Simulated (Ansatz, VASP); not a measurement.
# Ga2GeO2: VASP beside Ansatz

```xyz
5
Lattice="4.3400 0.0000 0.0000 -2.1700 3.7585 0.0000 0.0000 0.0000 6.7685" Properties=species:S:1:pos:R:3 pbc="T T T"
Ga    0.0000    2.5057    3.3843
Ga    2.1700    1.2528    3.3843
Ge    0.0000    0.0000    0.0000
O     0.0000    0.0000    5.0152
O     0.0000    0.0000    1.7534
```

Alike in both runs: functional PBE; k mesh 6 × 6 × 4; occupations gaussian, width 0.1 eV; no spin polarisation.

Ansatz relaxed the structure, and its values are those at the end. VASP's run is a single point on that final structure, the one shown.

|  | VASP | Ansatz |
| --- | --- | --- |
| version | VASP 6.6.1 | Ansatz 0.2.0 |
| potentials or method | VASP PAW PBE potentials, release 64 (Ga_d, Ge_d, O), cutoff 520 eV | scalar-relativistic, plane waves, PAW |
| valence electrons in the cell | 52 | 52 |

Ansatz gave:

* gap on the k mesh at the Fermi level (eV): none
* pressure (GPa): 0.0
* rms of the force components (eV/Å): 0.000

Q: Which values does VASP return?

A: gap on the k mesh at the Fermi level (eV): none; pressure (GPa): 0.0; rms of the force components (eV/Å): 0.010.

A gap of «none» marks a metal or a gap that the smearing closes.
